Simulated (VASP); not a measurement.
Input of a VASP 6.6.1 run:

INCAR

```
  ALGO = Normal
  EDIFF = 1E-6
  ENCUT = 520
  GGA = PS
  ISIF = 2
  ISMEAR = -1
  LASPH = True
  LCHARG = True
  LELF = True
  LREAL = False
  LVHAR = True
  LWAVE = False
  NBANDS = 19
  NELM = 80
  PREC = Accurate
  SIGMA = 0.1
```

KPOINTS

```
k-points
0
Gamma
  12 12 7
```

Contents of POSCAR:

```
Ti
1.0
    2.9009535275      0.0000000000      0.0000000000
   -1.4504767637      2.5122994500      0.0000000000
    0.0000000000      0.0000000000      4.5953012972
Ti
2
Direct
    0.3333333333      0.6666666667      0.2500000000
    0.6666666667      0.3333333333      0.7500000000
```

Potentials or basis: VASP PAW PBE potentials, release 64 (Ti_sv).

Command:

```console
$ cat potpaw_PBE.64/Ti_sv/POTCAR > POTCAR
$ mpirun -np 1 vasp_std > vasp.out
```

Task: Predict the pressure.

Result: -0.2 GPa.

Task: What does it give for the band gap on the k mesh?

Result: Zero (band 12 reaches 9.39 eV, above the bottom of band 13 at 8.32 eV).

Caveat: the PAW data sets were made with another functional, which shifts forces and pressure a little.
